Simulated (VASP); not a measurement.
Wanted: the native input for a VASP 6.6.1 run.

```
Task                   : single point
Functional             : PBEsol
Potentials or basis    : VASP PAW PBE potentials, release 64 (Cs_sv, Sn_d, I, H)
Cutoff                 : 520 eV
k mesh                 : 1 × 1 × 1, shifted
Occupations            : fermi-dirac, width 0.05 eV
Spin                   : collinear spin
Dipole correction      : no
Further INCAR settings : LREAL = Auto; ALGO = Normal; EDIFF = 1e-07; NBANDS = 206; ISYM = 0
```

The structure of Cs8Sn8HI24 (a cell with a defect) lies in POSCAR:

```
Cs8Sn8HI24
1.0
   12.3144620000      0.0000000000      0.0000000000
    0.0000000000     12.3144620000      0.0000000000
    0.0000000000      0.0000000000     12.3144620000
Cs Sn I H
8 8 24 1
Direct
    0.0049960000      0.9875450000      0.9929750000
    0.9679320000      0.9741440000      0.4966970000
    0.0402270000      0.4990730000      0.9902000000
    0.0018390000      0.5223220000      0.5052030000
    0.4830620000      0.0006870000      0.0152540000
    0.5140120000      0.9909070000      0.5002090000
    0.5136460000      0.5146270000      0.0084240000
    0.5361670000      0.4934320000      0.4999190000
    0.2361680000      0.2523910000      0.2413660000
    0.2527870000      0.2482440000      0.7551120000
    0.2425430000      0.7515420000      0.2478120000
    0.2485740000      0.7497020000      0.7452910000
    0.7412670000      0.2502600000      0.2449110000
    0.7506730000      0.2499910000      0.7496930000
    0.7427130000      0.7499570000      0.2452200000
    0.7455280000      0.7495320000      0.7496030000
    0.2997120000      0.2810700000      0.0046780000
    0.2641250000      0.7327450000      0.9964210000
    0.2228160000      0.7765700000      0.4967210000
    0.6925790000      0.2399960000      0.9979640000
    0.7781410000      0.2654060000      0.4975060000
    0.7218350000      0.7685330000      0.9971090000
    0.7563090000      0.7369670000      0.4970600000
    0.9902180000      0.2488660000      0.1756450000
    0.0014570000      0.2455890000      0.7933140000
    0.9921270000      0.7498190000      0.2280480000
    0.9960140000      0.7514850000      0.7618760000
    0.4907180000      0.2455620000      0.2963880000
    0.4984960000      0.2479080000      0.7029540000
    0.4923320000      0.7495740000      0.2651090000
    0.4965380000      0.7427390000      0.7236040000
    0.2405030000      0.0018600000      0.2247550000
    0.2554530000      0.0008920000      0.7784270000
    0.2350950000      0.5022820000      0.2665100000
    0.2406940000      0.4982720000      0.7269070000
    0.7425900000      0.9999270000      0.2620650000
    0.7471320000      0.9995020000      0.7349090000
    0.7402500000      0.5005230000      0.2382610000
    0.7491930000      0.4998310000      0.7615020000
    0.1245710000      0.2362840000      0.4652770000
    0.2199310000      0.2358920000      0.6069080000
```

These files were run (other wordings do the same):

INCAR

```
SYSTEM = Cs8Sn8HI24
  PREC = Accurate
  ENCUT = 520
  EDIFF = 1E-7
  ISMEAR = -1
  SIGMA = 0.05
  LREAL = Auto
  LASPH = .TRUE.
  NELM = 150
  ALGO = Normal
  ISIF = 2
  LWAVE = .FALSE.
  LCHARG = .TRUE.
  ISPIN = 2
  MAGMOM = 0 0.111 0 0.111 0 0 0 0 0.111 0.111 0 0 0 0 0 0 0 0 0 0 0.111 0 0 0.111 0.111 0 0 0 0 0 0 0 0 0 0 0 0 0 0 0.111 0.111
  LORBIT = 11
  GGA = PS
  LELF = .TRUE.
  LVHAR = .TRUE.
  NBANDS = 206
  ISYM = 0
  LUSENCCL = .FALSE.
```

KPOINTS

```
Automatic mesh
0
Gamma
  1 1 1
  0.25 0.25 0.25
```

Potentials or basis: VASP PAW PBE potentials, release 64 (Cs_sv, Sn_d, I, H).

Command:

```sh
$ cat potpaw_PBE.64/Cs_sv/POTCAR potpaw_PBE.64/Sn_d/POTCAR potpaw_PBE.64/I/POTCAR potpaw_PBE.64/H/POTCAR > POTCAR
$ mpirun -np 1 vasp_std > vasp.out
```

Results of the run:

- Pressure: -0.3 GPa
- Largest force: 0.050 eV/Å
- Band gap on the k mesh: 0.30 eV
- Net moment: 0.92 μB per cell
- Site moments: Cs +0.00; Sn +0.03, +0.18, +0.00, +0.01 (each value once); I +0.07, +0.00, +0.02, -0.00, +0.01, +0.16 (each value once); H +0.08 μB
- Valence electrons inside the program's atomic spheres: Cs 6.55, 6.56 (each value once); Sn 12.04, 12.13, 12.05, 12.02, 12.03, 12.06 (each value once); I 4.29, 4.30, 4.28 (each value once); H 0.48

Caveat: the PAW data sets were made with another functional, which shifts forces and pressure a little; spin-orbit coupling is left out, which moves the levels of the heavy elements.

Wall time 7.4 min on 1 × NVIDIA H100 80GB with 1 thread of AMD EPYC 7R13 Processor (Zen 3) (shared host), peak memory 3.6 GiB.
